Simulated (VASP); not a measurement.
A run of VASP 6.6.1:

The input INCAR:

```
ALGO = Normal ; EDIFF = 1E-7
EDIFFG = -0.002 ; ENCUT = 450
GGA = PS ; GGA_COMPAT = False
IBRION = 2 ; ISIF = 2
ISMEAR = 0 ; LASPH = True
LCHARG = False ; LREAL = False
LWAVE = False ; NELM = 120
NELMIN = 4 ; NSW = 60
PREC = Accurate ; SIGMA = 0.02
```

The input KPOINTS:

```
k-points
0
Gamma
  9 9 4
```

File POSCAR:

```
CdSe
1.0
    4.2826508187      0.0000000000      0.0000000000
   -2.1413254094      3.7088844046      0.0000000000
    0.0000000000      0.0000000000      7.1267160579
Cd Se
2 2
Direct
    0.3333333333      0.6666666667      0.0020902616
    0.6666666667      0.3333333333      0.5020902616
    0.3333333333      0.6666666667      0.3739097384
    0.6666666667      0.3333333333      0.8739097384
```

Potentials or basis: VASP PAW PBE potentials, release 64 (Cd, Se).

Launch:

```sh
$ cat potpaw_PBE.64/Cd/POTCAR potpaw_PBE.64/Se/POTCAR > POTCAR
$ mpirun -np 1 vasp_std > vasp.out
```

Hardware: 1 thread of Intel(R) Xeon(R) Platinum 8375C CPU @ 2.90GHz (Ice Lake) (shared host).

**Question.** How long does it take, and how much memory?

**Answer.** Wall time 110 s on 1 thread of Intel(R) Xeon(R) Platinum 8375C CPU @ 2.90GHz (Ice Lake), with other jobs on the host, peak memory 0.23 GiB. Counts: scf iterations 24, k points 36, ion steps 3.
